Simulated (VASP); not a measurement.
PbO:

```xyz
4
Lattice="3.9900 0.0000 0.0000 0.0000 3.9900 0.0000 0.0000 0.0000 5.0100" Properties=species:S:1:pos:R:3 pbc="T T T"
Pb    1.9950    0.0000    3.8076
Pb    0.0000    1.9950    1.2024
O     1.9950    1.9950    0.0000
O     0.0000    0.0000    0.0000
```

Base run:

```yaml
Program: VASP 6.6.1
Functional: PBE-based screened hybrid with 15 % exact exchange
Potentials_or_basis: VASP PAW PBE potentials, release 64 (Pb_d, O)
Cutoff: 520 eV
k_mesh: 4 × 4 × 3
Occupations: fermi-dirac, width 0.05 eV
Spin: no spin polarisation
```

Its results: band gap on the k mesh 1.54 eV (least direct gap 2.75 eV); pressure 0.7 GPa; largest force 0.349 eV/Å.

Task: The run is repeated on the same cell with these changes: functional from PBE-based screened hybrid with 15 % exact exchange to PBE-based screened hybrid with 35 % exact exchange; share of exact exchange from 0.15 to 0.35. What comes out?

Result: Band gap on the k mesh 2.09 eV (least direct gap 3.64 eV); pressure -2.1 GPa; largest force 0.818 eV/Å.

Caveats: the PAW data sets were made with another functional, which shifts forces and pressure a little; spin-orbit coupling is left out, which moves the levels of the heavy elements.

A k mesh can miss the band edges.
